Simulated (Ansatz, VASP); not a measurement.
**One calculation of Sc4Te, two programs**

Contents of INCAR:

```
SYSTEM = Sc4Te
PREC = Accurate
ENCUT = 600
EDIFF = 1E-6
ISMEAR = 0
SIGMA = 0.1
LREAL = .False.
LASPH = .True.
NELM = 60
ALGO = Normal
ISIF = 3
LWAVE = .False.
LCHARG = .False.
GGA = PE
IBRION = 2
NSW = 90
EDIFFG = -0.04
```

File KPOINTS:

```
regular mesh
0
Gamma
  6 6 4
  0 0 0
```

Contents of POSCAR:

```
Sc4Te
1.0
    5.0401003200      0.0000000000      0.0000000000
   -2.5200501600      4.3648549200      0.0000000000
    0.0000000000      0.0000000000      5.4736740800
Sc Te
4 1
Direct
    0.0000000000      0.0000000000      0.5000000000
    0.5000000000      0.0000000000      0.0000000000
    0.0000000000      0.5000000000      0.0000000000
    0.5000000000      0.5000000000      0.0000000000
    0.0000000000      0.0000000000      0.0000000000
```

Input for Ansatz:

```yaml
crystal:
  lattice:
    - [5.04010032, 0.0, 0.0]
    - [-2.52005016, 4.36485492, 0.0]
    - [0.0, 0.0, 5.47367408]
  atoms:
    - { symbol: Sc, position: [0.0, 0.0, 0.5] }
    - { symbol: Sc, position: [0.5, 0.0, 0.0] }
    - { symbol: Sc, position: [0.0, 0.5, 0.0] }
    - { symbol: Sc, position: [0.5, 0.5, 0.0] }
    - { symbol: Te, position: [0.0, 0.0, 0.0] }
basis:
  ecutwfc: 420
kpoints:
  mp_grid: { grid: [6, 6, 4] }
hamiltonian:
  xc: pbe
scf:
  occupations: { method: gaussian, width: 0.1 }
  lower_state_search: "off"
output:
  forces: true
  stress: true
  eigenvalues: true
relax:
  adjacent_minimum: "off"
  f_tol: 0.04
  max_steps: 70
  cell: { stress_tol: 0.4 }
```

Alike in both runs: task relaxation of cell and atoms; functional PBE; k mesh 6 × 6 × 4; occupations gaussian, width 0.1 eV; no spin polarisation.

|  | VASP | Ansatz |
| --- | --- | --- |
| version | VASP 6.6.1 | Ansatz 0.2.0 |
| potentials or method | VASP PAW PBE potentials, release 64 (Sc_sv, Te), cutoff 600 eV | scalar-relativistic, plane waves, PAW |
| valence electrons in the cell | 50 | 60 |

```csv
,VASP,Ansatz,Ansatz less VASP
"gap on the k mesh at the Fermi level, each at its own relaxed structure (eV)",none,none,-
relaxed volume (Å³/atom),33.35,33.25,-0.101
relaxed cell length with the largest relative difference (Å),5.987,5.979,-0.0074
```

A gap of «none» marks a metal or a gap that the smearing closes. VASP's potentials hold 50 valence electrons a cell and Ansatz's 60, so a difference there can come from the potentials and not from the codes.

Neither program's run includes spin-orbit coupling. Noted on VASP's run: the volume moved by over 15 % at a fixed basis, so the end points are rough.
